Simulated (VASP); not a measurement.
## W: single point with PBE

W:

```
CELL_PARAMETERS angstrom
5.08300 0.00000 0.00000
0.00000 5.08300 0.00000
0.00000 0.00000 4.98134
ATOMIC_POSITIONS crystal
W 0.00000 0.00000 0.00000
W 0.50000 0.50000 0.50000
W 0.00000 0.50000 0.25000
W 0.00000 0.50000 0.75000
W 0.25019 0.00000 0.50000
W 0.74981 0.00000 0.50000
W 0.50000 0.75019 0.00000
W 0.50000 0.24981 0.00000
```

This cell differs from its parent crystal: z stretched by -2 %, then relaxed in part.

* Program: VASP 6.6.1
* Task: single point
* Functional: PBE
* Potentials or basis: VASP PAW PBE potentials, release 64 (W_sv)
* Cutoff: 520 eV
* k mesh: 9 × 9 × 9
* Occupations: fermi-dirac, width 0.05 eV
* Spin: no spin polarisation

```yaml
Pressure: 6.4 GPa
Largest_force: 0.020 eV/Å
Band_gap_on_the_k_mesh: zero (bands 56 and 57 overlap by 0.79 eV)
```

Forces on the atoms (eV/Å):
```
W    0.000  0.000  0.000
W    0.000  0.000  0.000
W    0.000  0.000  0.000
W    0.000  0.000  0.000
W   -0.020  0.000  0.000
W    0.020  0.000  0.000
W    0.000 -0.020  0.000
W    0.000  0.020  0.000
```

Stress tensor (GPa, compression positive):
```
 3.26  0.00  0.00
 0.00  3.26  0.00
 0.00  0.00 12.77
```

Levels at points of the mesh, in eV from the Fermi level:
| k point | band 54 | band 55 | band 56 | band 57 | band 58 | band 59 |
| --- | --- | --- | --- | --- | --- | --- |
| (0.00, 0.00, 0.00) | -1.42 | -0.49 | -0.49 | -0.48 | 1.60 | 1.65 |

Run time: 2.4 min on 4 MPI ranks on Intel(R) Xeon(R) Platinum 8488C (Sapphire Rapids), on a shared host, peak memory 0.52 GiB a rank.

Caveat: the cell differs from its parent crystal (z stretched by -2 %, then relaxed in part); the stress differs along the axes, from 3 to 13 GPa; spin-orbit coupling is left out, which moves the levels of the heavy elements.
